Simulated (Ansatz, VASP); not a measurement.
## Ge: VASP beside Ansatz

Contents of INCAR:

```
SYSTEM = Ge
ALGO     = Normal         ! electronic algorithm
DIPOL    = 0.5 0.5 0.387
EDIFF    = 1E-6           ! SCF threshold, eV
ENCUT    = 520            ! plane-wave cutoff, eV
GGA      = PE             ! functional
IDIPOL   = 3            
ISIF     = 2              ! what is computed and relaxed
ISMEAR   = 0              ! smearing method
IVDW     = 12             ! dispersion correction
LASPH    = .TRUE.         ! aspherical terms in the spheres
LCHARG   = .FALSE.        ! write CHGCAR
LDIPOL   = .TRUE.       
LREAL    = .FALSE.        ! projectors in reciprocal space
LWAVE    = .FALSE.        ! write WAVECAR
NBANDS   = 36             ! bands
NELM     = 100            ! most SCF steps
PREC     = Accurate       ! precision mode
SIGMA    = 0.1            ! smearing width, eV
```

KPOINTS

```
k-points
0
G
  9 9 1
  0 0 0
```

The input POSCAR:

```
Ge
1.0
    4.0226895355      0.0000000000      0.0000000000
   -2.0113447678      3.4837513293      0.0000000000
    0.0000000000      0.0000000000     18.8685220287
Ge
4
Direct
    0.3333333333      0.6666666667      0.2747571329
    0.6666666667      0.3333333333      0.2384924475
    0.2222222222      1.6666666667      0.5362646853
    0.5555555556      1.3333333333      0.5000000000
```

Input for Ansatz:

```yaml
crystal:
  lattice:
    - [4.0226895355, 0.0, 0.0]
    - [-2.0113447678, 3.4837513293, 0.0]
    - [0.0, 0.0, 18.8685220287]
  atoms:
    - { symbol: Ge, position: [0.3333333333, 0.6666666667, 0.2747571329] }
    - { symbol: Ge, position: [0.6666666667, 0.3333333333, 0.2384924475] }
    - { symbol: Ge, position: [0.2222222222, 1.6666666667, 0.5362646853] }
    - { symbol: Ge, position: [0.5555555556, 1.3333333333, 0.5] }
basis:
  ecutwfc: 420
kpoints:
  mp_grid: { grid: [9, 9, 1] }
hamiltonian:
  xc: pbe
  pseudopotentials: { kind: paw, azcp: { folder: soft_1 } }
  dispersion: d3bj
scf:
  occupations: { method: gaussian, width: 0.1 }
output:
  forces: true
  eigenvalues: true
efield:
  axis: 3
  dipole_correction: true
  ramp_width: 0.04
```

Alike in both runs: task single point; functional PBE; dispersion D3(BJ); k mesh 9 × 9 × 1; occupations gaussian, width 0.1 eV; no spin polarisation.

|  | VASP | Ansatz |
| --- | --- | --- |
| version | VASP 6.6.1 | Ansatz 0.2.0 |
| potentials or method | VASP PAW PBE potentials, release 64 (Ge_d), cutoff 520 eV | scalar-relativistic, plane waves, PAW |
| valence electrons in the cell | 56 | 56 |

|  | VASP | Ansatz | Ansatz less VASP |
| --- | --- | --- | --- |
| gap on the k mesh at the Fermi level (eV) | 0.37 | 0.37 | 0.000 |
| least direct gap on the mesh (eV) | 0.37 | 0.37 | 0.000 |
| rms of the force components (eV/Å) | 0.041 | 0.041 | +0.0002 |

Atom by atom the forces differ by 0.001 eV/Å (rms over components).
